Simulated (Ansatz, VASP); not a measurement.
Ti in VASP and in Ansatz

INCAR

```
ALGO = Normal
EDIFF = 1E-6
ENCUT = 520
GGA = PE
ISIF = 2
ISMEAR = -1
LASPH = T
LCHARG = F
LREAL = F
LWAVE = F
NBANDS = 12
NELM = 100
PREC = Accurate
SIGMA = 0.05
```

The input KPOINTS:

```
k-points
0
Gamma
  15 15 15
```

File POSCAR:

```
Ti
1.0
    0.0000000000      2.0367442356      2.0367442356
    2.0367442356      0.0000000000      2.0367442356
    2.0367442356      2.0367442356      0.0000000000
Ti
1
Direct
    0.0000000000      0.0000000000      0.0000000000
```

Input for Ansatz:

```yaml
crystal:
  lattice:
    - [0.0, 2.0367442356, 2.0367442356]
    - [2.0367442356, 0.0, 2.0367442356]
    - [2.0367442356, 2.0367442356, 0.0]
  atoms:
    - { symbol: Ti, position: [0.0, 0.0, 0.0] }
kpoints:
  mp_grid: { grid: [15, 15, 15] }
  band_path:
    path:
      - [0.0, 0.0, 0.0]
      - [0.5, 0.0, 0.5]
      - [0.625, 0.25, 0.625]
      - [0.375, 0.375, 0.75]
      - [0.0, 0.0, 0.0]
      - [0.5, 0.5, 0.5]
      - [0.5, 0.25, 0.75]
      - [0.5, 0.0, 0.5]
    npoints: 5
scf:
  occupations: { method: fermi_dirac, width: 0.05 }
hamiltonian:
  xc: pbe
  pseudopotentials: { kind: all_electron, lapw: { basis_error: 0.00025 } }
output:
  forces: true
  stress: true
  eigenvalues: true
```

Change from the starting cell: volume scaled by 1.01.

Alike in both runs: task single point; functional PBE; k mesh 15 × 15 × 15; occupations fermi-dirac, width 0.05 eV; no spin polarisation.

```csv
,VASP,Ansatz
version,VASP 6.6.1,Ansatz 0.2.0
potentials or method,"VASP PAW PBE potentials, release 64 (Ti_sv), cutoff 520 eV","all-electron LAPW, scalar-relativistic"
```

VASP gave:

```
pressure (GPa) : 3.0
```

Task: What did Ansatz give for the same quantities?

Result: Pressure (GPa): 3.3.

Ansatz ran all-electron here, and VASP with PAW potentials.
